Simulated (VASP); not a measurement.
Here is a VASP 6.6.1 calculation.

File INCAR:

```
PREC     = Accurate       # precision mode
ENCUT    = 600            # plane-wave cutoff, eV
EDIFF    = 1E-8           # SCF threshold, eV
ISMEAR   = 0              # smearing method
SIGMA    = 0.01           # smearing width, eV
LREAL    = F              # projectors in reciprocal space
LASPH    = T              # aspherical terms in the spheres
NELM     = 80             # most SCF steps
ALGO     = Normal         # electronic algorithm
ISIF     = 3              # what is computed and relaxed
LWAVE    = F              # write WAVECAR
LCHARG   = F              # write CHGCAR
GGA      = PS             # functional
IBRION   = 6              # ionic algorithm
NFREE    = 2            
POTIM    = 0.015          # step
NSW      = 1              # ionic steps
```

Contents of KPOINTS:

```
regular mesh
0
Gamma
  8 8 8
```

File POSCAR:

```
CaSe
1.0
    0.0000000000      2.7509506442      2.7509506442
    2.7509506442      0.0000000000      2.7509506442
    2.7509506442      2.7509506442      0.0000000000
Ca Se
1 1
Direct
    0.0000000000      0.0000000000      0.0000000000
    0.5000000000      0.5000000000      0.5000000000
```

Potentials or basis: VASP PAW PBE potentials, release 64 (Ca_sv, Se).

Launch:

```bash
$ cat potpaw_PBE.64/Ca_sv/POTCAR potpaw_PBE.64/Se/POTCAR > POTCAR
$ mpirun -np 1 vasp_std > vasp.out
```

(1) What does it give for the elastic constants C11, C12, C44?

(2) What does it give for the Voigt bulk modulus?

(3) Predict the highest phonon frequency at Γ, LO-TO splitting left out.

Answers

(1) 251, 16, 27 GPa.

(2) 95 GPa.

(3) 261 cm⁻¹.

Caveat: the cell is under stress, which shifts elastic constants; the PAW data sets were made with another functional, which shifts forces and pressure a little.
